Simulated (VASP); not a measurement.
# SiC2 (P6/mmm) in VASP: further runs

Runs on SiC2. Level: PBE. Tasks: single point, relaxation of cell and atoms.

Everything below comes from runs of VASP 6.6.1. Logs are shortened: lines on timing, memory, paths and dates and some standing lists are left out, and cuts for length are marked.

**1. The cell of the first run**

Symmetry: P6/mmm, No. 191, hexagonal system. Conventional cell: a = 2.471 Å, b = 2.471 Å, c = 9.021 Å, α = 90.00°, β = 90.00°, γ = 120.00°. Within 3.3 Å of Si (site symmetry 6/mmm) lie 6 Si at 2.47 Å. Within 1.9 Å of C (site symmetry -6m2) lie 3 C at 1.43 Å.

**2. Single point, PBE**

The input, INCAR:

```
SYSTEM = SiC2
PREC     = Accurate       ! precision mode
ENCUT    = 520            ! plane-wave cutoff, eV
EDIFF    = 1E-6           ! SCF threshold, eV
ISMEAR   = 0              ! smearing method
SIGMA    = 0.1            ! smearing width, eV
LREAL    = .False.        ! projectors in reciprocal space
LASPH    = .True.         ! aspherical terms in the spheres
NELM     = 100            ! most SCF steps
ALGO     = Normal         ! electronic algorithm
ISIF     = 2              ! what is computed and relaxed
LWAVE    = .False.        ! write WAVECAR
LCHARG   = .False.        ! write CHGCAR
GGA      = PE             ! functional
NBANDS   = 13             ! bands
```

The input, KPOINTS:

```
regular mesh
0
Gamma
  24 24 6
  0 0 0
```

The input, POSCAR:

```
SiC2
1.0
    2.4707324617      0.0000000000      0.0000000000
   -1.2353662309      2.1397170778      0.0000000000
    0.0000000000      0.0000000000      9.0210338899
Si C
1 2
Direct
    0.0000000000      0.0000000000      0.5000000000
    0.6666666667      0.3333333333      0.0000000000
    0.3333333333      0.6666666667      0.0000000000
```

Potentials or basis: VASP PAW PBE potentials, release 64 (Si, C).

Run with:

```sh
> cat potpaw_PBE.64/Si/POTCAR potpaw_PBE.64/C/POTCAR > POTCAR
> mpirun -np 1 vasp_std > vasp.out
```

OUTCAR:

```text
SYSTEM = SiC2
   PREC = Accurate
   ENCUT = 520
   EDIFF = 1E-6
   ISMEAR = 0
   LREAL = .False.
   LASPH = .True.
   NELM = 100
   ISIF = 2
   GGA = PE

 ion  position               nearest neighbor table
   1  0.000  0.000  0.500-
   2  0.667  0.333  0.000-   3 1.43   3 1.43   3 1.43
   3  0.333  0.667  0.000-   2 1.43   2 1.43   2 1.43

  LATTYP: Found a hexagonal cell.
 ALAT       =     2.4707324617
 C/A-ratio  =     3.6511577153

  Lattice vectors:

 A1 = (   2.4707324617,   0.0000000000,   0.0000000000)
 A2 = (  -1.2353662309,   2.1397170778,   0.0000000000)
 A3 = (   0.0000000000,   0.0000000000,   9.0210338899)

Analysis of symmetry for initial positions (statically):
=====================================================================
 Subroutine PRICEL returns:
 Original cell was already a primitive cell.

 Routine SETGRP: Setting up the symmetry group for a
 hexagonal supercell.

 Subroutine GETGRP returns: Found 24 space group operations
 (whereof 24 operations were pure point group operations)
 out of a pool of 24 trial point group operations.

The static configuration has the point symmetry D_6h.

Analysis of symmetry for dynamics (positions and initial velocities):
=====================================================================
 Subroutine PRICEL returns:
 Original cell was already a primitive cell.

 Routine SETGRP: Setting up the symmetry group for a
 hexagonal supercell.

 Subroutine GETGRP returns: Found 24 space group operations
 (whereof 24 operations were pure point group operations)
 out of a pool of 24 trial point group operations.

The dynamic configuration has the point symmetry D_6h.

 Subroutine INISYM returns: Found 24 space group operations
 (whereof 24 operations are pure point group operations),
 and found     1 'primitive' translations

----------------------------------------------------------------------------------------

                                     Primitive cell

  volume of cell :      47.6912

  direct lattice vectors                    reciprocal lattice vectors
     2.470732462  0.000000000  0.000000000     0.404738277  0.233675753  0.000000000
    -1.235366231  2.139717078  0.000000000     0.000000000  0.467351507  0.000000000
     0.000000000  0.000000000  9.021033890     0.000000000  0.000000000  0.110852039

  length of vectors
     2.470732462  2.470732462  9.021033890     0.467351507  0.467351507  0.110852039

  position of ions in fractional coordinates (direct lattice)
     0.000000000  0.000000000  0.500000000
     0.666666667  0.333333333  0.000000000
     0.333333333  0.666666667  0.000000000

  ion indices of the primitive-cell ions
   primitive index   ion index
                 1           1
                 2           2
                 3           3

----------------------------------------------------------------------------------------

 KPOINTS: regular mesh

Automatic generation of k-mesh.
 Grid dimensions read from file:
 generate k-points for:   24   24    6

 Generating k-lattice:

  Cartesian coordinates                     Fractional coordinates (reciprocal lattice)
     0.016864095  0.009736490  0.000000000     0.041666667  0.000000000  0.000000000
     0.000000000  0.019472979  0.000000000     0.000000000  0.041666667  0.000000000
     0.000000000  0.000000000  0.018475340     0.000000000  0.000000000  0.166666667

  Length of vectors
     0.019472979  0.019472979  0.018475340

  Shift w.r.t. Gamma in fractional coordinates (k-lattice)
     0.000000000  0.000000000  0.000000000

 Subroutine IBZKPT returns following result:
 ===========================================

 Found    244 irreducible k-points:

 Following reciprocal coordinates:
            Coordinates               Weight
  0.000000  0.000000  0.000000      1.000000
  0.041667  0.000000  0.000000      6.000000
  0.083333  0.000000  0.000000      6.000000
  0.125000  0.000000  0.000000      6.000000
  0.166667  0.000000  0.000000      6.000000
  0.208333  0.000000  0.000000      6.000000
[... 16 lines left out ...]
  0.416667  0.041667  0.000000     12.000000
  0.458333  0.041667  0.000000     12.000000
 [... further k-points ...]
   k-points           NKPTS =    244   k-points in BZ     NKDIM =    244   number of bands    NBANDS=     13
   number of dos      NEDOS =    301   number of ions     NIONS =      3
   total plane-waves  NPLWV =  22680
   dimension x,y,z NGX =    18 NGY =   18 NGZ =   70
   dimension x,y,z NGXF=    36 NGYF=   36 NGZF=  140
   ions per type =               1   2
   NGX,Y,Z   is equivalent  to a cutoff of  12.11, 12.11, 12.90 a.u.
   NGXF,Y,Z  is equivalent  to a cutoff of  24.22, 24.22, 25.80 a.u.
 SYSTEM =  SiC2
   PREC   = accura    normal or accurate (medium, high low for compatibility)
   ISTART =      0    job   : 0-new  1-cont  2-samecut
   ICHARG =      2    charge: 1-file 2-atom 10-const
   ISPIN  =      1    spin polarized calculation?
   LNONCOLLINEAR =      F non collinear calculations
   LSORBIT =      F    spin-orbit coupling
   LASPH  =      T    aspherical Exc in radial PAW
   ENCUT  =  520.0 eV  38.22 Ry    6.18 a.u.   4.59  4.59 16.77*2*pi/ulx,y,z
   NELM   =    100;   NELMIN=  2; NELMDL= -5     # of ELM steps
   EDIFF  = 0.1E-05   stopping-criterion for ELM
   LREAL  =      F    real-space projection
   EDIFFG = 0.1E-04   stopping-criterion for IOM
   NSW    =      0    number of steps for IOM
   IBRION =     -1    ionic relax: 0-MD 1-quasi-New 2-CG
   NFREE  =      0    steps in history (QN), initial steepest desc. (CG)
   ISIF   =      2    stress and relaxation
   ISYM   =      2    0-nonsym 1-usesym 2-fastsym
   POTIM  = 0.5000    time-step for ionic-motion
   TEBEG  =    0.0;   TEEND  =   0.0 temperature during run
   PSTRESS=    0.0 pullay stress
   NELECT =      12.0000    total number of electrons
   NUPDOWN=      -1.0000    fix difference up-down
   EMIN   =  10.00;   EMAX   =-10.00  energy-range for DOS
   EFERMI =   0.00;   METHOD = LEGACY
   ISMEAR =     0;   SIGMA  =   0.10  broadening in eV -4-tet -1-fermi 0-gaus
   EFERMI_NEDOS =   21; number of points for ismear=-14 and -15
   IALGO  =     38    algorithm
   IMIX   =      4    mixing-type and parameters
     AMIX     =   0.40;   BMIX     =  1.00
     AMIX_MAG =   1.60;   BMIX_MAG =  1.00
  volume/ion in A,a.u.               =      15.90       107.28
  Fermi-wavevector in a.u.,A,eV,Ry     =   1.033528  1.953086 14.533487  1.068181
  Thomas-Fermi vector in A             =   2.167780
   LORBIT       =      0    0 simple, 1 ext, 2 COOP (PROOUT), +10 PAW based schemes
   GGA     = PE    functional components
   LHFCALC =     F    Hartree Fock is set to
   AEXX    =    0.0000 exact exchange contribution
   IVDW    =     0    specifies the selected vdW correction
   LEPSILON=     F    determine dielectric tensor
   LRPA    =     F    only Hartree local field effects (RPA)
 non-spin polarized calculation
 Gauss-broadening in eV      SIGMA  =   0.10
  energy-cutoff  :      520.00
  volume of cell :       47.69
 maximum number of plane-waves:      1311
   NGX =  9   NGY =  9   NGZ = 33

 number of electron      11.9999997 magnetization

 Free energy of the ion-electron system (eV)
  ---------------------------------------------------
  ext. energy  EPLUGINS =         0.00000000
  ---------------------------------------------------
  free energy    TOTEN  =       -22.91191456 eV

  energy without entropy =      -22.90918111  energy(sigma->0) =      -22.91054783

 E-fermi :   3.3186     XC(G=0):  -8.4246

 val. band max:        3.3167583223   @ k =   0.2500   0.1667   0.0000
 cond. band min:       3.3963092170   @ k =   0.3333   0.3333   0.0000
 fundamental gap:      0.0795508946
 Fermi energy:         3.3185835567

 k-point     1 :       0.0000    0.0000    0.0000
  band No.  band energies     occupation
      1     -16.0799      2.00000
      2      -9.4846      2.00000
      3      -4.1987      2.00000
      4      -0.6383      2.00000
      5       0.3446      2.00000
      6       0.3446      2.00000
      7       5.7315      0.00000
      8      10.2125      0.00000
      9      11.6626      0.00000
     10      11.6626      0.00000
     11      11.7186      0.00000
     12      14.7500      0.00000
     13      15.7573      0.00000

 k-point     2 :       0.0417    0.0000    0.0000
  band No.  band energies     occupation
      1     -16.0389      2.00000
      2      -9.4297      2.00000
      3      -4.1498      2.00000
      4      -0.5857      2.00000
      5       0.1758      2.00000
      6       0.2560      2.00000
      7       5.7847      0.00000
      8      10.2638      0.00000
      9      11.6435      0.00000
     10      11.7973      0.00000
     11      11.8403      0.00000
     12      14.6076      0.00000
     13      15.8306      0.00000

 k-point     3 :       0.0833    0.0000    0.0000
  band No.  band energies     occupation
      1     -15.9163      2.00000
      2      -9.2654      2.00000
      3      -4.0034      2.00000
      4      -0.4280      2.00000
      5      -0.3047      2.00000
      6       0.0084      2.00000
      7       5.9436      0.00000
      8      10.4170      0.00000
      9      11.6449      0.00000
     10      11.9290      0.00000
     11      12.3535      0.00000
     12      14.1930      0.00000
     13      15.0801      0.00000
[... 305 lines left out ...]
 k-point    23 :       0.4167    0.0417    0.0000
  band No.  band energies     occupation
      1     -11.7098      2.00000
      2      -8.7756      2.00000
      3      -3.5605      2.00000
      4      -3.0586      2.00000
      5       0.3102      2.00000
      6       0.5612      2.00000
      7       4.9844      0.00000
      8       5.7741      0.00000
      9       9.2885      0.00000
     10      10.6453      0.00000
     11      10.9370      0.00000
     12      12.0283      0.00000
     13      14.4429      0.00000

 k-point    24 :       0.4583    0.0417    0.0000
  band No.  band energies     occupation
      1     -11.0021      2.00000
      2      -9.6035      2.00000
      3      -3.1398      2.00000
      4      -2.5093      2.00000
      5      -0.9266      2.00000
      6       1.0174      2.00000
      7       5.0712      0.00000
      8       5.9740      0.00000
      9       8.2214      0.00000
     10      10.6585      0.00000
     11      10.8980      0.00000
     12      12.8851      0.00000
     13      14.0275      0.00000

 [... further k-points ...]

------------------------ aborting loop because EDIFF is reached ----------------------------------------

  FORCE on cell =-STRESS in cart. coord.  units (eV):
  Direction    XX          YY          ZZ          XY          YZ          ZX
  --------------------------------------------------------------------------------------
  -------------------------------------------------------------------------------------
  Total        0.0628928      0.0628928      0.0037226     -0.0000000     -0.0000000     -0.0000000
  in kB        2.1128714      2.1128714      0.1250585     -0.0000000     -0.0000000     -0.0000000
  external PRESSURE =       1.4502671 kB  Pullay stress =       0.0000000 kB

 VOLUME and BASIS-vectors are now :
 -----------------------------------------------------------------------------
  energy-cutoff  :      520.00
  volume of cell :       47.69
      direct lattice vectors                 reciprocal lattice vectors
     2.470732462  0.000000000  0.000000000     0.404738277  0.233675753  0.000000000
    -1.235366231  2.139717078  0.000000000     0.000000000  0.467351507  0.000000000
     0.000000000  0.000000000  9.021033890     0.000000000  0.000000000  0.110852039

 POSITION                                       TOTAL-FORCE (eV/Angst)
 -----------------------------------------------------------------------------------
      0.00000      0.00000      4.51052        -0.000000      0.000000     -0.000000
      1.23537      0.71324      0.00000        -0.000000     -0.000000     -0.000000
     -0.00000      1.42648      0.00000         0.000000      0.000000      0.000000
 -----------------------------------------------------------------------------------
    total drift:                                0.000000     -0.000000     -0.000000

  FREE ENERGIE OF THE ION-ELECTRON SYSTEM (eV)
  ---------------------------------------------------
  free  energy   TOTEN  =       -22.9119145572 eV

  energy  without entropy=      -22.9091811087  energy(sigma->0) =      -22.91054783
```

It took 2.6 min on 1 thread of Intel Xeon 8259CL, shared host; peak memory 0.26 GiB.

Results:

| Quantity | Value |
| --- | --- |
| Free energy | -22.9119 eV |
| Pressure | 0.1 GPa |
| Band gap on the k mesh | zero (bands 6 and 7 overlap by 1.23 eV) |

Stress tensor (GPa, compression positive):
```
0.21 0.00 0.00
0.00 0.21 0.00
0.00 0.00 0.01
```

**3. Single point, PBE**

The input, INCAR:

```
ALGO = Normal
EDIFF = 1E-6
ENCUT = 520
GGA = PE
ISIF = 2
ISMEAR = 0
LASPH = True
LCHARG = False
LREAL = False
LWAVE = False
NBANDS = 13
NELM = 80
PREC = Accurate
SIGMA = 0.1
```

The input, KPOINTS:

```
k-points
0
Gamma
  24 24 6
```

POSCAR is that of step 2.

Potentials or basis: VASP PAW PBE potentials, release 64 (Si, C).

Run with:

```sh
> cat potpaw_PBE.64/Si/POTCAR potpaw_PBE.64/C/POTCAR > POTCAR
> mpirun -np 1 vasp_std > vasp.out
```

Wall time 2.9 min (1 thread of Intel Xeon 8259CL, shared host); peak memory 0.26 GiB.

Results (log left out):

```yaml
Free_energy: -22.9119 eV
Pressure: 0.1 GPa
Band_gap_on_the_k_mesh: zero (bands 6 and 7 overlap by 1.23 eV)
```

Stress tensor (GPa, compression positive):
```
0.21 0.00 0.00
0.00 0.21 0.00
0.00 0.00 0.01
```

Levels at points of the mesh, in eV from the Fermi level:
```csv
k point,band 4,band 5,band 6,band 7,band 8,band 9
"(0.00, 0.00, 0.00)",-3.96,-2.97,-2.97,2.41,6.89,8.34
"(0.50, 0.00, 0.00)",-5.57,-4.60,-2.27,1.69,2.79,4.66
"(0.00, 0.00, 0.50)",-4.03,-2.97,-2.97,3.23,4.76,8.34
"(0.50, 0.00, 0.50)",-5.57,-4.60,-2.27,1.75,2.69,4.61
```

(Continued in part 2 of 2.)

The gap in the log of VASP goes by the Fermi energy; the results here count the filled bands.